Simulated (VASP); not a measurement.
Write the native input for VASP 6.6.1 that does the following.

* Task: single point
* Functional: r2SCAN
* Potentials or basis: VASP PAW PBE potentials, release 64 (Al, N)
* Cutoff: 520 eV
* k mesh: 9 × 9 × 1
* Occupations: gaussian, width 0.1 eV
* Spin: no spin polarisation
* Dipole correction: yes
* Further INCAR settings: ALGO = Normal; EDIFF = 1e-06; NBANDS = 15

The system is Al3N, a slab with vacuum.

```
CELL_PARAMETERS angstrom
2.82277 0.00000 0.00000
0.00000 2.82277 0.00000
0.00000 0.00000 19.60070
ATOMIC_POSITIONS crystal
Al 0.50000 0.50000 0.20407
Al 0.00000 0.00000 0.30867
Al 0.50000 0.50000 0.41329
N 0.50000 0.66667 0.50101
```

The input as run:

POSCAR

```
Al3N
1.0
    2.8227735241      0.0000000000      0.0000000000
    0.0000000000      2.8227735241      0.0000000000
    0.0000000000      0.0000000000     19.6006973085
Al N
3 1
Direct
    0.5000000000      0.5000000000      0.2040743723
    0.0000000000      0.0000000000      0.3086652017
    0.5000000000      0.5000000000      0.4132861796
    0.5000000000      0.6666666667      0.5010087429
```

INCAR.step1

```
PREC = Accurate
ENCUT = 520
ISMEAR = 0
SIGMA = 0.1
LREAL = F
LASPH = T
NELM = 100
LDIPOL = T
IDIPOL = 3
DIPOL = 0.5 0.5 0.357
NBANDS = 15
GGA = PE
ALGO = Normal
EDIFF = 1E-4
LWAVE = T
LCHARG = F
```

INCAR.step2

```
PREC = Accurate
ENCUT = 520
EDIFF = 1E-6
ISMEAR = 0
SIGMA = 0.1
LREAL = F
LASPH = T
NELM = 100
ALGO = Normal
ISIF = 2
LWAVE = F
LCHARG = F
LDIPOL = T
IDIPOL = 3
DIPOL = 0.5 0.5 0.357
METAGGA = R2SCAN
LMIXTAU = T
NBANDS = 15
ISTART = 1
```

KPOINTS

```
regular mesh
0
Gamma
  9 9 1
```

Potentials or basis: VASP PAW PBE potentials, release 64 (Al, N).

Launch:

```bash
$ cat potpaw_PBE.64/Al/POTCAR potpaw_PBE.64/N/POTCAR > POTCAR
$ cp INCAR.step1 INCAR
$ mpirun -np 1 vasp_std > vasp.out
$ cp INCAR.step2 INCAR
$ mpirun -np 1 vasp_std > vasp.out
```

It gave:

```json
{"Largest force": "0.790 eV/Å", "Band gap on the k mesh": "zero (bands 7 and 8 overlap by 1.49 eV)"}
```

Caveat: the PAW data sets were made with another functional, which shifts forces and pressure a little.

Wall time 2.6 min on 1 thread of Intel(R) Xeon(R) 6975P-C (Granite Rapids), on a shared host, peak memory 0.31 GiB.
